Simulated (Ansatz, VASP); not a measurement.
## MgO: VASP beside Ansatz

The input POSCAR:

```
MgO
1.0
    0.0000000000      2.1070840251      2.1070840251
    2.1070840251      0.0000000000      2.1070840251
    2.1070840251      2.1070840251      0.0000000000
Mg O
1 1
Direct
    0.0000000000      0.0000000000      0.0000000000
    0.5000000000      0.5000000000      0.5000000000
```

The input INCAR.step1:

```
SYSTEM = MgO
  ALGO = Normal
  EDIFF = 1E-5
  ENCUT = 660
  GGA = PE
  GGA_COMPAT = .FALSE.
  ISMEAR = 0
  LASPH = .TRUE.
  LCHARG = .FALSE.
  LREAL = .FALSE.
  LWAVE = .TRUE.
  NBANDS = 11
  NELM = 120
  PREC = Accurate
  SIGMA = 0.02
```

File INCAR.step2:

```
SYSTEM = MgO
  ALGO = Normal
  EDIFF = 1E-6
  ENCUT = 660
  GGA_COMPAT = .FALSE.
  ISIF = 2
  ISMEAR = 0
  ISTART = 1
  LASPH = .TRUE.
  LCHARG = .FALSE.
  LMIXTAU = .TRUE.
  LREAL = .FALSE.
  LWAVE = .FALSE.
  METAGGA = R2SCAN
  NBANDS = 11
  NELM = 120
  PREC = Accurate
  SIGMA = 0.02
```

Contents of KPOINTS:

```
k-points
0
G
  10 10 10
  0 0 0
```

Input for Ansatz:

```yaml
crystal:
  lattice:
    - [0.0, 2.1070840251, 2.1070840251]
    - [2.1070840251, 0.0, 2.1070840251]
    - [2.1070840251, 2.1070840251, 0.0]
  atoms:
    - { symbol: Mg, position: [0.0, 0.0, 0.0] }
    - { symbol: O, position: [0.5, 0.5, 0.5] }
basis:
  ecutwfc: 500
kpoints:
  mp_grid: { grid: [10, 10, 10] }
hamiltonian:
  xc: r2scan
scf:
  occupations: { method: gaussian, width: 0.02 }
output:
  forces: true
  stress: true
  eigenvalues: true
```

Alike in both runs: task single point; functional r2SCAN; k mesh 10 × 10 × 10; occupations gaussian, width 0.02 eV; no spin polarisation.

```csv
,VASP,Ansatz
version,VASP 6.6.1,Ansatz 0.2.0
potentials or method,"VASP PAW PBE potentials, release 64 (Mg, O), cutoff 660 eV","scalar-relativistic, plane waves, PAW"
valence electrons in the cell,8,16
```

VASP gave:

- gap on the k mesh at the Fermi level (eV): 5.59
- least direct gap on the mesh (eV): 5.59
- pressure (GPa): -2.6

Q: Estimate Ansatz's values.

A: gap on the k mesh at the Fermi level (eV): 5.61; least direct gap on the mesh (eV): 5.61; pressure (GPa): -1.1.

VASP's potentials were made for PBE, not for r2SCAN. VASP's potentials hold 8 valence electrons a cell and Ansatz's 16, so a difference there can come from the potentials and not from the codes.
